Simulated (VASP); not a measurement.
# Br (P1) in VASP: single point with PBEsol

Aim: the single point of Br with PBEsol.

Program: VASP 6.6.1. These are calculated values, not measurements. Logs are shortened: lines on timing, memory, paths and dates and some standing lists are left out, and cuts for length are marked.

## (1) The cell of the first run

The typed cell holds 4 atoms: a = 4.167 Å, b = 4.182 Å, c = 9.017 Å, α = 89.79°, β = 90.41°, γ = 67.85°.

## (2) Single point, PBEsol (atoms moved at random and the cell strained at random)

Contents of INCAR:

```
SYSTEM = Br
ALGO = Normal
EDIFF = 1E-6
ENCUT = 520
GGA = PS
ISIF = 2
ISMEAR = 0
LASPH = .TRUE.
LCHARG = .FALSE.
LREAL = .FALSE.
LWAVE = .FALSE.
NBANDS = 22
NELM = 60
PREC = Accurate
SIGMA = 0.02
```

Contents of KPOINTS:

```
k-points
0
G
  8 8 4
  0 0 0
```

Contents of POSCAR:

```
Br
1.0
    3.4594287000     -2.3232550500     -0.0149352000
    3.4684335000      2.3366617500      0.0074648000
   -0.0097664000      0.0436000000      9.0164800000
Br
4
Direct
    0.1587405025      0.8711065739      0.1031009174
    0.5585060405      0.4081176476      0.4188646789
    0.8813291223      0.1165389437      0.8628176606
    0.4014265669      0.6042346026      0.6152167431
```

Potentials or basis: VASP PAW PBE potentials, release 64 (Br).

The run is started by

```bash
cat potpaw_PBE.64/Br/POTCAR > POTCAR
mpirun -np 1 vasp_std > vasp.out
```

OUTCAR:

```text
SYSTEM = Br
   EDIFF = 1E-6
   ENCUT = 520
   GGA = PS
   ISIF = 2
   ISMEAR = 0
   LASPH = .TRUE.
   LREAL = .FALSE.
   NELM = 60
   PREC = Accurate

 ion  position               nearest neighbor table
   1  0.159  0.871  0.103-   3 2.48
   2  0.559  0.408  0.419-   4 1.96
   3  0.881  0.117  0.863-   1 2.48
   4  0.401  0.604  0.615-   2 1.96

  LATTYP: Found a triclinic cell.
 ALAT       =     4.1671793839
 B/A-ratio  =     1.6624864355
 C/A-ratio  =     2.4451615968
 COS(alpha) =     0.0001380014
 COS(beta)  =     0.2605934153
 COS(gamma) =     0.8290836747

  Lattice vectors:

 A1 = (  -3.4594287000,   2.3232550500,   0.0149352000)
 A2 = (  -6.9278622000,  -0.0134067000,   0.0074704000)
 A3 = (  -0.0007616000,   4.7035168000,   9.0388800000)

Analysis of symmetry for initial positions (statically):
=====================================================================
 Subroutine PRICEL returns:
 Original cell was already a primitive cell.

 Routine SETGRP: Setting up the symmetry group for a
 triclinic supercell.

 Subroutine GETGRP returns: Found  1 space group operations
 (whereof  1 operations were pure point group operations)
 out of a pool of  2 trial point group operations.

The static configuration has the point symmetry C_1 .

Analysis of symmetry for dynamics (positions and initial velocities):
=====================================================================
 Subroutine PRICEL returns:
 Original cell was already a primitive cell.

 Routine SETGRP: Setting up the symmetry group for a
 triclinic supercell.

 Subroutine GETGRP returns: Found  1 space group operations
 (whereof  1 operations were pure point group operations)
 out of a pool of  2 trial point group operations.

The dynamic configuration has the point symmetry C_1 .

 Subroutine INISYM returns: Found  1 space group operations
 (whereof  1 operations are pure point group operations),
 and found     1 'primitive' translations

----------------------------------------------------------------------------------------

                                     Primitive cell

  volume of cell :     145.5366

  direct lattice vectors                    reciprocal lattice vectors
     3.459428700 -2.323255050 -0.014935200     0.144761798 -0.214881592  0.001195881
[... 80 lines left out ...]
 SYSTEM =  Br
   PREC   = accura    normal or accurate (medium, high low for compatibility)
   ISTART =      0    job   : 0-new  1-cont  2-samecut
   ICHARG =      2    charge: 1-file 2-atom 10-const
   ISPIN  =      1    spin polarized calculation?
   LNONCOLLINEAR =      F non collinear calculations
   LSORBIT =      F    spin-orbit coupling
   LASPH  =      T    aspherical Exc in radial PAW
   ENCUT  =  520.0 eV  38.22 Ry    6.18 a.u.   7.75  7.78 16.76*2*pi/ulx,y,z
   NELM   =     60;   NELMIN=  2; NELMDL= -5     # of ELM steps
   EDIFF  = 0.1E-05   stopping-criterion for ELM
   LREAL  =      F    real-space projection
[... 7 lines left out ...]
   TEBEG  =    0.0;   TEEND  =   0.0 temperature during run
   PSTRESS=    0.0 pullay stress
   NELECT =      28.0000    total number of electrons
   NUPDOWN=      -1.0000    fix difference up-down
   EMIN   =  10.00;   EMAX   =-10.00  energy-range for DOS
   EFERMI =   0.00;   METHOD = LEGACY
   ISMEAR =     0;   SIGMA  =   0.02  broadening in eV -4-tet -1-fermi 0-gaus
   EFERMI_NEDOS =   21; number of points for ismear=-14 and -15
   IALGO  =     38    algorithm
   IMIX   =      4    mixing-type and parameters
     AMIX     =   0.40;   BMIX     =  1.00
     AMIX_MAG =   1.60;   BMIX_MAG =  1.00
  volume/ion in A,a.u.               =      36.38       245.53
  Fermi-wavevector in a.u.,A,eV,Ry     =   0.945083  1.785949 12.152486  0.893183
  Thomas-Fermi vector in A             =   2.072951
   LORBIT       =      0    0 simple, 1 ext, 2 COOP (PROOUT), +10 PAW based schemes
   GGA     = PS    functional components
   LHFCALC =     F    Hartree Fock is set to
   AEXX    =    0.0000 exact exchange contribution
   IVDW    =     0    specifies the selected vdW correction
   LEPSILON=     F    determine dielectric tensor
   LRPA    =     F    only Hartree local field effects (RPA)
 non-spin polarized calculation
 Gauss-broadening in eV      SIGMA  =   0.02
  energy-cutoff  :      520.00
  volume of cell :      145.54
 maximum number of plane-waves:      3946
   NGX = 15   NGY = 15   NGZ = 33

 number of electron      27.9999999 magnetization

 Free energy of the ion-electron system (eV)
  ---------------------------------------------------
  ext. energy  EPLUGINS =         0.00000000
  ---------------------------------------------------
  free energy    TOTEN  =        -5.53436420 eV

  energy without entropy =       -5.53436420  energy(sigma->0) =       -5.53436420

 E-fermi :  -0.4536     XC(G=0):  -7.6582

 val. band max:       -0.5846774980   @ k =   0.0000   0.0000   0.0000
 cond. band min:       0.6068866546   @ k =   0.0000   0.0000   0.0000
 fundamental gap:      1.1915641526
 Fermi energy:        -0.4535925951

 k-point     1 :       0.0000    0.0000    0.0000
  band No.  band energies     occupation
      1     -19.1936      2.00000
      2     -15.4063      2.00000
      3     -13.7212      2.00000
      4     -13.0610      2.00000
      5      -6.4631      2.00000
      6      -4.7214      2.00000
[... 589 lines left out ...]
     21       7.9256      0.00000
     22       8.4208      0.00000

 [... further k-points ...]

------------------------ aborting loop because EDIFF is reached ----------------------------------------

  FORCE on cell =-STRESS in cart. coord.  units (eV):
  Direction    XX          YY          ZZ          XY          YZ          ZX
  --------------------------------------------------------------------------------------
  -------------------------------------------------------------------------------------
  Total       -0.0077898      2.2911973     13.9931749      0.6367846      9.8444477      1.1877133
  in kB       -0.0857558     25.2232406    154.0474983      7.0102087    108.3751574     13.0752506
  external PRESSURE =      59.7283277 kB  Pullay stress =       0.0000000 kB

 VOLUME and BASIS-vectors are now :
 -----------------------------------------------------------------------------
  energy-cutoff  :      520.00
  volume of cell :      145.54
      direct lattice vectors                 reciprocal lattice vectors
     3.459428700 -2.323255050 -0.014935200     0.144761798 -0.214881592  0.001195881
     3.468433500  2.336661750  0.007464800     0.143928970  0.214322211 -0.000880474
    -0.009766400  0.043600000  9.016480000     0.000120629 -0.000533376  0.110910736

 POSITION                                       TOTAL-FORCE (eV/Angst)
 -----------------------------------------------------------------------------------
      3.56952      1.67118      0.93374        -0.090736      0.486168     -0.889093
      3.34355     -0.32566      3.77139        -0.695411     -4.568410     -9.777237
      3.44468     -1.73762      7.76729         0.101636     -0.340746      1.073873
      3.47845      0.50610      5.54560         0.684510      4.422988      9.592457
 -----------------------------------------------------------------------------------
    total drift:                                0.000272      0.000169      0.000447

  FREE ENERGIE OF THE ION-ELECTRON SYSTEM (eV)
  ---------------------------------------------------
  free  energy   TOTEN  =        -5.5343641982 eV

  energy  without entropy=       -5.5343641982  energy(sigma->0) =       -5.53436420
```

OSZICAR:

```text
N       E                     dE             d eps       ncg     rms          rms(c)
DAV:   1     0.184191941037E+03    0.18419E+03   -0.11275E+04  5808   0.105E+03
DAV:   2     0.931037088993E+01   -0.17488E+03   -0.16948E+03  8112   0.185E+02
DAV:   3    -0.585273980482E+01   -0.15163E+02   -0.15104E+02  7590   0.624E+01
DAV:   4    -0.601138956579E+01   -0.15865E+00   -0.15860E+00  7296   0.750E+00
DAV:   5    -0.601275196513E+01   -0.13624E-02   -0.13623E-02  7822   0.689E-01    0.159E+01
DAV:   6    -0.567894249875E+01    0.33381E+00   -0.22356E-01  7970   0.262E+00    0.103E+01
DAV:   7    -0.554053098389E+01    0.13841E+00   -0.51775E-01  8336   0.388E+00    0.717E-01
DAV:   8    -0.553503766825E+01    0.54933E-02   -0.47844E-02  6644   0.127E+00    0.550E-01
DAV:   9    -0.553450474107E+01    0.53293E-03   -0.40129E-03  7930   0.309E-01    0.249E-01
DAV:  10    -0.553431994508E+01    0.18480E-03   -0.94896E-04  7612   0.175E-01    0.833E-02
DAV:  11    -0.553433748414E+01   -0.17539E-04   -0.52154E-04  7964   0.126E-01    0.391E-02
DAV:  12    -0.553435702797E+01   -0.19544E-04   -0.84004E-05  8070   0.502E-02    0.206E-02
DAV:  13    -0.553436320062E+01   -0.61726E-05   -0.15047E-05  7240   0.220E-02    0.950E-03
DAV:  14    -0.553436419817E+01   -0.99755E-06   -0.15029E-06  5034   0.742E-03
   1 F= -.55343642E+01 E0= -.55343642E+01  d E =-.972264E-23
```

It took 7.7 min on 1 thread of Intel Xeon 8259CL, shared host; peak memory 0.45 GiB.

What came out:

- Free energy: -5.5344 eV
- Pressure: 6.0 GPa
- Largest force: 10.814 eV/Å
- Band gap on the k mesh: 1.19 eV

Forces in eV/Å, atoms in the order of the input:
```
Br  -0.091  0.486 -0.889
Br  -0.695 -4.568 -9.777
Br   0.102 -0.341  1.074
Br   0.685  4.423  9.592
```

Caveat: the cell differs from its parent crystal (atoms moved at random and the cell strained at random); the stress differs along the axes, from -0 to 15 GPa; this functional lacks dispersion, which holds the molecules together, so the pressure and a relaxed volume are unreliable; the PAW data sets were made with another functional, which shifts forces and pressure a little. A k mesh can miss the band edges.
